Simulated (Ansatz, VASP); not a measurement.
**Cu: VASP beside Ansatz**

File INCAR:

```
SYSTEM = Cu
ALGO = Normal ; EDIFF = 1E-8
ENCUT = 520 ; GGA = CA
ISIF = 2 ; ISMEAR = -1
LASPH = .True. ; LCHARG = .False.
LEFG = .True. ; LREAL = .False.
LWAVE = .False. ; NBANDS = 12
NELM = 60 ; PREC = Accurate
SIGMA = 0.05
```

File KPOINTS:

```
k-points
0
Gamma
  19 19 19
  0 0 0
```

POSCAR

```
Cu
1.0
    0.0000000000      1.8253972036      1.8253972036
    1.8253972036      0.0000000000      1.8253972036
    1.8253972036      1.8253972036      0.0000000000
Cu
1
Direct
    0.0000000000      0.0000000000      0.0000000000
```

Input for Ansatz:

```yaml
crystal:
  lattice:
    - [0.0, 1.8253972036, 1.8253972036]
    - [1.8253972036, 0.0, 1.8253972036]
    - [1.8253972036, 1.8253972036, 0.0]
  atoms:
    - { symbol: Cu, position: [0.0, 0.0, 0.0] }
kpoints:
  mp_grid: { grid: [19, 19, 19] }
scf:
  occupations: { method: fermi_dirac, width: 0.05 }
hamiltonian:
  xc: lda
  pseudopotentials: { kind: paw }
output:
  forces: true
  stress: true
  eigenvalues: true
  efg: { contact_densities: true }
```

Alike in both runs: task electric field gradients; functional LDA; k mesh 19 × 19 × 19; occupations fermi-dirac, width 0.05 eV; no spin polarisation.

```csv
,VASP,Ansatz
version,VASP 6.6.1,Ansatz 0.2.0
potentials or method,"VASP PAW LDA potentials, release 64 (Cu)","PAW with Ansatz's default frozen-core files, scalar-relativistic"
plane-wave cutoff (eV),520,420
valence electrons in the cell,11,19
```

Ansatz gave:

| Property | Result |
| --- | --- |
| gap on the k mesh at the Fermi level (eV) | none |
| pressure (GPa) | -16.0 |

Task: Which values does VASP return?

Result: gap on the k mesh at the Fermi level (eV): none; pressure (GPa): -15.2.

LDA's correlation is that of Perdew and Zunger in VASP and of Perdew and Wang (1992) in Ansatz. A gap of «none» marks a metal or a gap that the smearing closes. VASP's potentials hold 11 valence electrons a cell and Ansatz's 19, so a difference there can come from the potentials and not from the codes.
